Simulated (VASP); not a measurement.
Set up this calculation in VASP 6.6.1, as the native input.

- Task: single point
- Functional: PBEsol
- Potentials or basis: VASP PAW PBE potentials, release 64 (Si)
- Cutoff: 500 eV
- k mesh: 9 × 9 × 9
- Occupations: gaussian, width 0.01 eV
- Spin: no spin polarisation
- Dipole correction: no
- Further INCAR settings: ALGO = Normal; EDIFF = 1e-06; NBANDS = 11

The structure of Si lies in POSCAR:

```
Si
1.0
    0.0427765645      2.7497787567      2.7497787567
    2.7497787567      0.0427765645      2.7497787567
    2.7497787567      2.7497787567      0.0427765645
Si
2
Direct
    0.0009681043      0.0009681043      0.0009681043
    0.2490318957      0.2490318957      0.2490318957
```

One way to write it, as run:

INCAR

```
PREC = Accurate
ENCUT = 500
EDIFF = 1E-6
ISMEAR = 0
SIGMA = 0.01
LREAL = False
LASPH = True
NELM = 120
ALGO = Normal
ISIF = 2
LWAVE = False
LCHARG = True
GGA = PS
LELF = True
LVHAR = True
NBANDS = 11
GGA_COMPAT = False
```

KPOINTS

```
Automatic mesh
0
Gamma
  9 9 9
```

Potentials or basis: VASP PAW PBE potentials, release 64 (Si).

Launch:

```sh
$ cat potpaw_PBE.64/Si/POTCAR > POTCAR
$ mpirun -np 1 vasp_std > vasp.out
```

It gave:

```yaml
Pressure: -1.0 GPa
Band_gap_on_the_k_mesh: 0.39 eV (least direct gap 2.18 eV)
```

Caveat: the PAW data sets were made with another functional, which shifts forces and pressure a little.

It took 48 s on 1 thread of Intel Xeon 8259CL (shared host), peak memory 0.16 GiB.
